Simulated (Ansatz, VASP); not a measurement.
Two plane-wave programs on Rb

INCAR

```
SYSTEM = Rb
PREC     = Accurate       ! precision mode
ENCUT    = 520            ! plane-wave cutoff, eV
EDIFF    = 1E-7           ! SCF threshold, eV
ISMEAR   = -1             ! smearing method
SIGMA    = 0.1            ! smearing width, eV
LREAL    = .False.        ! projectors in reciprocal space
LASPH    = .True.         ! aspherical terms in the spheres
NELM     = 100            ! most SCF steps
ALGO     = Normal         ! electronic algorithm
ISIF     = 2              ! what is computed and relaxed
LWAVE    = .False.        ! write WAVECAR
LCHARG   = .True.         ! write CHGCAR
GGA      = PE             ! functional
LELF     = .True.         ! ELF
LVHAR    = .True.       
NBANDS   = 10             ! bands
```

File KPOINTS:

```
regular mesh
0
Gamma
  10 10 10
  0 0 0
```

Contents of POSCAR:

```
Rb
1.0
   -2.2508556417      2.2508556417      2.2508556417
    2.2508556417     -2.2508556417      2.2508556417
    2.2508556417      2.2508556417     -2.2508556417
Rb
1
Direct
    0.0000000000      0.0000000000      0.0000000000
```

Input for Ansatz:

```yaml
crystal:
  lattice:
    - [-2.2508556417, 2.2508556417, 2.2508556417]
    - [2.2508556417, -2.2508556417, 2.2508556417]
    - [2.2508556417, 2.2508556417, -2.2508556417]
  atoms:
    - { symbol: Rb, position: [0.0, 0.0, 0.0] }
kpoints:
  mp_grid: { grid: [10, 10, 10] }
scf:
  occupations: { method: fermi_dirac, width: 0.1 }
hamiltonian:
  xc: pbe
  pseudopotentials: { kind: paw }
output:
  forces: true
  stress: true
  eigenvalues: true
  populations: true
```

Change from the starting cell: volume scaled by 0.5, PAW files.

Alike in both runs: task single point; functional PBE; k mesh 10 × 10 × 10; occupations fermi-dirac, width 0.1 eV; no spin polarisation.

```csv
,VASP,Ansatz
version,VASP 6.6.1,Ansatz 0.2.0
potentials or method,"VASP PAW PBE potentials, release 64 (Rb_sv)","PAW with Ansatz's default frozen-core files, scalar-relativistic"
plane-wave cutoff (eV),520,420
valence electrons in the cell,9,9
```

|  | VASP | Ansatz | Ansatz less VASP |
| --- | --- | --- | --- |
| pressure (GPa) | 6.5 | 6.5 | 0.00 |

The functional is the same, so the differences come from potentials, cutoffs and numerics.
